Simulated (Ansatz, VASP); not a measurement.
**Se in VASP and in Ansatz**

```
CELL_PARAMETERS angstrom
4.48005 0.00000 0.00000
-2.24002 3.87984 0.00000
0.00000 0.00000 4.10243
ATOMIC_POSITIONS crystal
Se 0.33333 0.66667 0.00000
Se 0.66667 0.33333 0.00000
```

Alike in both runs: task relaxation of cell and atoms; functional PBE; k mesh 12 × 12 × 14; occupations gaussian, width 0.1 eV; no spin polarisation.

```csv
,VASP,Ansatz
version,VASP 6.6.1,Ansatz 0.2.0
potentials or method,"VASP PAW PBE potentials, release 64 (Se), cutoff 600 eV","scalar-relativistic, plane waves, PAW"
valence electrons in the cell,12,32
```

|  | VASP | Ansatz | Ansatz less VASP |
| --- | --- | --- | --- |
| gap on the k mesh at the Fermi level, each at its own relaxed structure (eV) | none | none | - |
| relaxed volume (Å³/atom) | 35.65 | 35.65 | 0.000 |
| relaxed cell length with the largest relative difference (Å) | 4.480 | 4.480 | 0.0000 |

A gap of «none» marks a metal or a gap that the smearing closes. VASP's potentials hold 12 valence electrons a cell and Ansatz's 32, so a difference there can come from the potentials and not from the codes.

Noted on VASP's run: the relaxation stopped at its first step, so nothing moved.
